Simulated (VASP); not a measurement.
A run of VASP 6.6.1:

INCAR

```
PREC     = Accurate       # precision mode
ENCUT    = 520            # plane-wave cutoff, eV
EDIFF    = 1E-7           # SCF threshold, eV
ISMEAR   = -1             # smearing method
SIGMA    = 0.05           # smearing width, eV
LREAL    = Auto         
LASPH    = True           # aspherical terms in the spheres
NELM     = 60             # most SCF steps
ALGO     = Normal         # electronic algorithm
ISIF     = 2              # what is computed and relaxed
LWAVE    = False          # write WAVECAR
LCHARG   = True           # write CHGCAR
GGA      = PE             # functional
LELF     = True           # ELF
LVHAR    = True         
NBANDS   = 95             # bands
ISYM     = 0
```

Contents of KPOINTS:

```
Automatic mesh
0
Gamma
  1 1 1
  0.25 0.25 0.25
```

POSCAR

```
Ti13Be3
1.0
    6.1453290000      0.1157260000     -0.0247540000
    0.1157260000      6.2830310000     -0.1349560000
   -0.0247540000     -0.1349560000      6.3427070000
Ti Be
13 3
Direct
    0.3368437661      0.1572549901      0.0913894864
    0.5927030461      0.0103551950      0.7930671032
    0.3395528114      0.2303533107      0.5241417981
    0.5900440546      0.9056535137      0.3024359041
    0.9108777681      0.7627397885      1.0076912238
    0.3362297483      0.7358342153      0.6002897932
    0.6025976053      0.4949387789      0.2742516183
    0.8775849616      0.2046282682      0.0688828210
    0.1367725234      0.5175873756      0.2665214062
    0.6036161319      0.4876743880      0.8500576329
    0.1484829611      0.4607765701      0.8226741532
    0.8544864550      0.2232914523      0.5559917050
    0.8797470492      0.7237460440      0.5752722189
    0.3204613973      0.7856359796      0.0254596327
    0.1234806994      1.0005690408      0.7790407844
    0.0807612444      0.9413818580      0.3137583517
```

Potentials or basis: VASP PAW PBE potentials, release 64 (Ti_sv, Be).

Run with:

```console
$ cat potpaw_PBE.64/Ti_sv/POTCAR potpaw_PBE.64/Be/POTCAR > POTCAR
$ mpirun -np 1 vasp_std > vasp.out
```

Hardware: 1 thread of Intel(R) Xeon(R) Platinum 8259CL CPU @ 2.50GHz (Skylake/Cascade Lake), with other jobs on the host.

Q: Estimate the wall time of this run.

A: Wall time 87 s on 1 thread of Intel(R) Xeon(R) Platinum 8259CL CPU @ 2.50GHz (Skylake/Cascade Lake), on a shared host, peak memory 0.31 GiB. Counts: scf iterations 24, k points 1.
